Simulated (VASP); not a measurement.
# GaP (F-43m) in VASP: further runs

GaP is run at these levels: PBEsol; tasks: single point.

Program: VASP 6.6.1. These are calculated values, not measurements. Logs are shortened: lines on timing, memory, paths and dates and some standing lists are left out, and cuts for length are marked.

### 1 The cell of the first run

The structure is cubic, space group F-43m (No. 216). The conventional cell has a = 5.438 Å, b = 5.438 Å, c = 5.438 Å, α = 90.00°, β = 90.00°, γ = 90.00°. Ga (site symmetry -43m) has 4 P at 2.35 Å within 3.1 Å. Within 3.1 Å of P (site symmetry -43m) lie 4 Ga at 2.35 Å.

### 2 Single point, PBEsol

Contents of INCAR:

```
SYSTEM = GaP
PREC = Accurate
ENCUT = 520
EDIFF = 1E-6
ISMEAR = 0
SIGMA = 0.02
LREAL = .False.
LASPH = .True.
NELM = 100
ALGO = Normal
ISIF = 2
LWAVE = .False.
LCHARG = .False.
GGA = PS
NBANDS = 16
```

Contents of KPOINTS:

```
regular mesh
0
Gamma
  8 8 8
  0 0 0
```

Contents of POSCAR:

```
GaP
1.0
    0.0000000000      2.7192244521      2.7192244521
    2.7192244521      0.0000000000      2.7192244521
    2.7192244521      2.7192244521      0.0000000000
Ga P
1 1
Direct
    0.0000000000      0.0000000000      0.0000000000
    0.2500000000      0.2500000000      0.2500000000
```

Potentials or basis: VASP PAW PBE potentials, release 64 (Ga_d, P).

Started as:

```console
cat potpaw_PBE.64/Ga_d/POTCAR potpaw_PBE.64/P/POTCAR > POTCAR
mpirun -np 1 vasp_std > vasp.out
```

OUTCAR:

```text
SYSTEM = GaP
   PREC = Accurate
   ENCUT = 520
   EDIFF = 1E-6
   ISMEAR = 0
   LREAL = .False.
   LASPH = .True.
   NELM = 100
   ISIF = 2
   GGA = PS

 ion  position               nearest neighbor table
   1  0.000  0.000  0.000-   2 2.35   2 2.35   2 2.35   2 2.35
   2  0.250  0.250  0.250-   1 2.35   1 2.35   1 2.35   1 2.35

  LATTYP: Found a face centered cubic cell.
 ALAT       =     5.4384489042

  Lattice vectors:

 A1 = (   0.0000000000,   2.7192244521,   2.7192244521)
 A2 = (   2.7192244521,   0.0000000000,   2.7192244521)
 A3 = (   2.7192244521,   2.7192244521,   0.0000000000)

Analysis of symmetry for initial positions (statically):
=====================================================================
 Subroutine PRICEL returns:
 Original cell was already a primitive cell.

 Routine SETGRP: Setting up the symmetry group for a
 face centered cubic supercell.

 Subroutine GETGRP returns: Found 24 space group operations
 (whereof 24 operations were pure point group operations)
 out of a pool of 48 trial point group operations.

The static configuration has the point symmetry T_d .

Analysis of symmetry for dynamics (positions and initial velocities):
=====================================================================
 Subroutine PRICEL returns:
 Original cell was already a primitive cell.

 Routine SETGRP: Setting up the symmetry group for a
 face centered cubic supercell.

 Subroutine GETGRP returns: Found 24 space group operations
 (whereof 24 operations were pure point group operations)
 out of a pool of 48 trial point group operations.

The dynamic configuration has the point symmetry T_d .

 Subroutine INISYM returns: Found 24 space group operations
 (whereof 24 operations are pure point group operations),
 and found     1 'primitive' translations

----------------------------------------------------------------------------------------

                                     Primitive cell

  volume of cell :      40.2129

  direct lattice vectors                    reciprocal lattice vectors
     0.000000000  2.719224452  2.719224452    -0.183875958  0.183875958  0.183875958
     2.719224452  0.000000000  2.719224452     0.183875958 -0.183875958  0.183875958
     2.719224452  2.719224452  0.000000000     0.183875958  0.183875958 -0.183875958

  length of vectors
     3.845564099  3.845564099  3.845564099     0.318482501  0.318482501  0.318482501

  position of ions in fractional coordinates (direct lattice)
     0.000000000  0.000000000  0.000000000
     0.250000000  0.250000000  0.250000000

  ion indices of the primitive-cell ions
   primitive index   ion index
                 1           1
                 2           2

----------------------------------------------------------------------------------------

 KPOINTS: regular mesh

Automatic generation of k-mesh.
 Grid dimensions read from file:
 generate k-points for:    8    8    8

 Generating k-lattice:

  Cartesian coordinates                     Fractional coordinates (reciprocal lattice)
    -0.022984495  0.022984495  0.022984495     0.125000000  0.000000000  0.000000000
     0.022984495 -0.022984495  0.022984495     0.000000000  0.125000000  0.000000000
     0.022984495  0.022984495 -0.022984495     0.000000000  0.000000000  0.125000000

  Length of vectors
     0.039810313  0.039810313  0.039810313

  Shift w.r.t. Gamma in fractional coordinates (k-lattice)
     0.000000000  0.000000000  0.000000000

 Subroutine IBZKPT returns following result:
 ===========================================

 Found     29 irreducible k-points:

 Following reciprocal coordinates:
            Coordinates               Weight
  0.000000  0.000000  0.000000      1.000000
  0.125000  0.000000  0.000000      8.000000
  0.250000  0.000000  0.000000      8.000000
  0.375000  0.000000  0.000000      8.000000
  0.500000  0.000000  0.000000      4.000000
  0.125000  0.125000  0.000000      6.000000
[... 16 lines left out ...]
  0.500000  0.250000  0.125000     48.000000
 -0.375000  0.250000  0.125000     24.000000
 [... further k-points ...]
   k-points           NKPTS =     29   k-points in BZ     NKDIM =     29   number of bands    NBANDS=     16
   number of dos      NEDOS =    301   number of ions     NIONS =      2
   total plane-waves  NPLWV =  27000
   dimension x,y,z NGX =    30 NGY =   30 NGZ =   30
   dimension x,y,z NGXF=    60 NGYF=   60 NGZF=   60
   ions per type =               1   1
   NGX,Y,Z   is equivalent  to a cutoff of  12.97, 12.97, 12.97 a.u.
   NGXF,Y,Z  is equivalent  to a cutoff of  25.94, 25.94, 25.94 a.u.
 SYSTEM =  GaP
   PREC   = accura    normal or accurate (medium, high low for compatibility)
   ISTART =      0    job   : 0-new  1-cont  2-samecut
   ICHARG =      2    charge: 1-file 2-atom 10-const
   ISPIN  =      1    spin polarized calculation?
   LNONCOLLINEAR =      F non collinear calculations
   LSORBIT =      F    spin-orbit coupling
   LASPH  =      T    aspherical Exc in radial PAW
   ENCUT  =  520.0 eV  38.22 Ry    6.18 a.u.   7.15  7.15  7.15*2*pi/ulx,y,z
   NELM   =    100;   NELMIN=  2; NELMDL= -5     # of ELM steps
   EDIFF  = 0.1E-05   stopping-criterion for ELM
   LREAL  =      F    real-space projection
   EDIFFG = 0.1E-04   stopping-criterion for IOM
   NSW    =      0    number of steps for IOM
   IBRION =     -1    ionic relax: 0-MD 1-quasi-New 2-CG
   NFREE  =      0    steps in history (QN), initial steepest desc. (CG)
   ISIF   =      2    stress and relaxation
   ISYM   =      2    0-nonsym 1-usesym 2-fastsym
   POTIM  = 0.5000    time-step for ionic-motion
   TEBEG  =    0.0;   TEEND  =   0.0 temperature during run
   PSTRESS=    0.0 pullay stress
   NELECT =      18.0000    total number of electrons
   NUPDOWN=      -1.0000    fix difference up-down
   EMIN   =  10.00;   EMAX   =-10.00  energy-range for DOS
   EFERMI =   0.00;   METHOD = LEGACY
   ISMEAR =     0;   SIGMA  =   0.02  broadening in eV -4-tet -1-fermi 0-gaus
   EFERMI_NEDOS =   21; number of points for ismear=-14 and -15
   IALGO  =     38    algorithm
   IMIX   =      4    mixing-type and parameters
     AMIX     =   0.40;   BMIX     =  1.00
     AMIX_MAG =   1.60;   BMIX_MAG =  1.00
  volume/ion in A,a.u.               =      20.11       135.68
  Fermi-wavevector in a.u.,A,eV,Ry     =   1.252306  2.366516 21.337628  1.568271
  Thomas-Fermi vector in A             =   2.386213
   LORBIT       =      0    0 simple, 1 ext, 2 COOP (PROOUT), +10 PAW based schemes
   GGA     = PS    functional components
   LHFCALC =     F    Hartree Fock is set to
   AEXX    =    0.0000 exact exchange contribution
   IVDW    =     0    specifies the selected vdW correction
   LEPSILON=     F    determine dielectric tensor
   LRPA    =     F    only Hartree local field effects (RPA)
 non-spin polarized calculation
 Gauss-broadening in eV      SIGMA  =   0.02
  energy-cutoff  :      520.00
  volume of cell :       40.21
 maximum number of plane-waves:      1106
 NGX is ok and might be reduce to    30

 number of electron      17.9999987 magnetization

 Free energy of the ion-electron system (eV)
  ---------------------------------------------------
  ext. energy  EPLUGINS =         0.00000000
  ---------------------------------------------------
  free energy    TOTEN  =        -9.92109316 eV

  energy without entropy =       -9.92109316  energy(sigma->0) =       -9.92109316

 E-fermi :   4.7594     XC(G=0): -10.0514

 val. band max:        4.6365775605   @ k =   0.0000   0.0000   0.0000
 cond. band min:       6.1394690778   @ k =   0.5000   0.5000   0.0000
 fundamental gap:      1.5028915173
 Fermi energy:         4.7593742641

 k-point     1 :       0.0000    0.0000    0.0000
  band No.  band energies     occupation
      1      -9.9159      2.00000
      2      -9.9159      2.00000
      3      -9.9159      2.00000
      4      -9.8131      2.00000
      5      -9.8131      2.00000
      6      -7.9379      2.00000
[... 8 lines left out ...]
     15      14.4178      0.00000
     16      14.4178      0.00000

 k-point     2 :       0.1250    0.0000    0.0000
  band No.  band energies     occupation
      1      -9.9303      2.00000
      2      -9.9110      2.00000
      3      -9.9110      2.00000
      4      -9.8132      2.00000
      5      -9.8132      2.00000
      6      -7.7323      2.00000
[... 8 lines left out ...]
     15      13.7564      0.00000
     16      14.1536      0.00000

 k-point     3 :       0.2500    0.0000    0.0000
  band No.  band energies     occupation
      1      -9.9617      2.00000
      2      -9.9007      2.00000
      3      -9.9007      2.00000
      4      -9.8119      2.00000
      5      -9.8119      2.00000
      6      -7.1492      2.00000
[... 8 lines left out ...]
     15      13.5627      0.00000
     16      14.3677      0.00000

 k-point     4 :       0.3750    0.0000    0.0000
  band No.  band energies     occupation
      1      -9.9897      2.00000
      2      -9.8928      2.00000
      3      -9.8928      2.00000
      4      -9.8080      2.00000
      5      -9.8080      2.00000
      6      -6.3318      2.00000
[... 8 lines left out ...]
     15      14.7807      0.00000
     16      14.7807      0.00000
[... 324 lines left out ...]
 k-point    22 :       0.3750    0.2500    0.1250
  band No.  band energies     occupation
      1      -9.9853      2.00000
      2      -9.8884      2.00000
      3      -9.8843      2.00000
      4      -9.8245      2.00000
      5      -9.8038      2.00000
      6      -6.6532      2.00000
[... 8 lines left out ...]
     15      15.7362      0.00000
     16      16.9453      0.00000

 k-point    23 :       0.5000    0.2500    0.1250
  band No.  band energies     occupation
      1     -10.0010      2.00000
      2      -9.8847      2.00000
      3      -9.8749      2.00000
      4      -9.8224      2.00000
      5      -9.8039      2.00000
      6      -5.8819      2.00000
[... 8 lines left out ...]
     15      16.1151      0.00000
     16      17.4089      0.00000

 k-point    24 :      -0.3750    0.2500    0.1250
  band No.  band energies     occupation
      1     -10.0068      2.00000
      2      -9.8842      2.00000
      3      -9.8715      2.00000
      4      -9.8187      2.00000
      5      -9.8057      2.00000
      6      -5.4111      2.00000
[... 8 lines left out ...]
     15      16.5597      0.00000
     16      17.1137      0.00000

 [... further k-points ...]
[... 5 lines left out ...]
  --------------------------------------------------------------------------------------
  -------------------------------------------------------------------------------------
  Total       -0.0227448     -0.0227448     -0.0227448      0.0000000      0.0000000      0.0000000
  in kB       -0.9062079     -0.9062079     -0.9062079      0.0000000      0.0000000      0.0000000
  external PRESSURE =      -0.9062079 kB  Pullay stress =       0.0000000 kB

 VOLUME and BASIS-vectors are now :
 -----------------------------------------------------------------------------
  energy-cutoff  :      520.00
  volume of cell :       40.21
      direct lattice vectors                 reciprocal lattice vectors
     0.000000000  2.719224452  2.719224452    -0.183875958  0.183875958  0.183875958
     2.719224452  0.000000000  2.719224452     0.183875958 -0.183875958  0.183875958
     2.719224452  2.719224452  0.000000000     0.183875958  0.183875958 -0.183875958

 POSITION                                       TOTAL-FORCE (eV/Angst)
 -----------------------------------------------------------------------------------
      0.00000      0.00000      0.00000         0.000000      0.000000      0.000000
      1.35961      1.35961      1.35961        -0.000000     -0.000000     -0.000000
 -----------------------------------------------------------------------------------
    total drift:                                0.000000      0.000000      0.000000

  FREE ENERGIE OF THE ION-ELECTRON SYSTEM (eV)
  ---------------------------------------------------
  free  energy   TOTEN  =        -9.9210931623 eV

  energy  without entropy=       -9.9210931623  energy(sigma->0) =       -9.92109316
```

Wall time 15 s (1 thread of Intel Xeon 6975P-C, shared host); peak memory 0.17 GiB.

Results:

```yaml
Free_energy: -9.9211 eV
Pressure: -0.1 GPa
Band_gap_on_the_k_mesh: 1.50 eV, indirect (least direct gap 1.80 eV)
```

Caveat: the PAW data sets were made with another functional, which shifts forces and pressure a little.

### 3 Single point, PBEsol

This run uses another cell than the first one: it holds 32 atoms, not 2.

Contents of INCAR:

```
SYSTEM = GaP
PREC = Accurate ; ENCUT = 500
EDIFF = 1E-6 ; ISMEAR = 0
SIGMA = 0.02 ; LREAL = Auto
LASPH = .True. ; NELM = 120
ALGO = Normal ; ISIF = 2
LWAVE = .False. ; LCHARG = .True.
GGA = PS ; LELF = .True.
LVHAR = .True. ; NBANDS = 166
GGA_COMPAT = .False.
```

Contents of KPOINTS:

```
Automatic mesh
0
Gamma
  2 2 2
  0.5 0.5 0.5
```

Contents of POSCAR:

```
GaP
1.0
   -5.4384489043      5.4384489043     -5.4384489043
   -5.4384489043     -5.4384489043      5.4384489043
    5.4384489043      5.4384489043      5.4384489043
Ga P
16 16
Direct
    0.2500000000      0.2500000000      0.5000000000
    0.0000000000      0.5000000000      0.5000000000
    0.0000000000      0.2500000000      0.7500000000
    0.7500000000      0.7500000000      0.5000000000
    0.7500000000      0.5000000000      0.7500000000
    0.7500000000      0.2500000000      0.0000000000
    0.5000000000      0.0000000000      0.5000000000
    0.5000000000      0.7500000000      0.7500000000
    0.5000000000      0.5000000000      0.0000000000
    0.5000000000      0.2500000000      0.2500000000
    0.2500000000      0.0000000000      0.7500000000
    0.2500000000      0.7500000000      0.0000000000
    0.2500000000      0.5000000000      0.2500000000
    0.0000000000      0.0000000000      0.0000000000
    0.0000000000      0.7500000000      0.2500000000
    0.7500000000      0.0000000000      0.2500000000
    0.0000000000      0.0000000000      0.2500000000
    0.7500000000      0.2500000000      0.2500000000
    0.7500000000      0.0000000000      0.5000000000
    0.5000000000      0.5000000000      0.2500000000
    0.5000000000      0.2500000000      0.5000000000
    0.5000000000      0.0000000000      0.7500000000
    0.2500000000      0.7500000000      0.2500000000
    0.2500000000      0.5000000000      0.5000000000
    0.2500000000      0.2500000000      0.7500000000
    0.2500000000      0.0000000000      0.0000000000
    0.0000000000      0.7500000000      0.5000000000
    0.0000000000      0.5000000000      0.7500000000
    0.0000000000      0.2500000000      0.0000000000
    0.7500000000      0.7500000000      0.7500000000
    0.7500000000      0.5000000000      0.0000000000
    0.5000000000      0.7500000000      0.0000000000
```

Potentials or basis: VASP PAW PBE potentials, release 64 (Ga_d, P).

Started as:

```console
cat potpaw_PBE.64/Ga_d/POTCAR potpaw_PBE.64/P/POTCAR > POTCAR
mpirun -np 1 vasp_std > vasp.out
```

Wall time 11 min (1 thread of AMD EPYC 7R43 (Zen 3), shared host); peak memory 0.68 GiB.

The run converged. Its results:

| Item | Value |
| --- | --- |
| Free energy | -158.7683 eV |
| Pressure | -0.1 GPa |
| Band gap on the k mesh | 2.18 eV |

Levels at points of the mesh, in eV from the valence-band top:
```tsv
k point	band 141	band 142	band 143	band 144	band 145	band 146	band 147	band 148
(0.25, 0.25, 0.25)	-0.01	-0.01	-0.01	-0.01	2.76	2.76	2.76	2.76
```

Caveat: the PAW data sets were made with another functional, which shifts forces and pressure a little. A k mesh can miss the band edges.
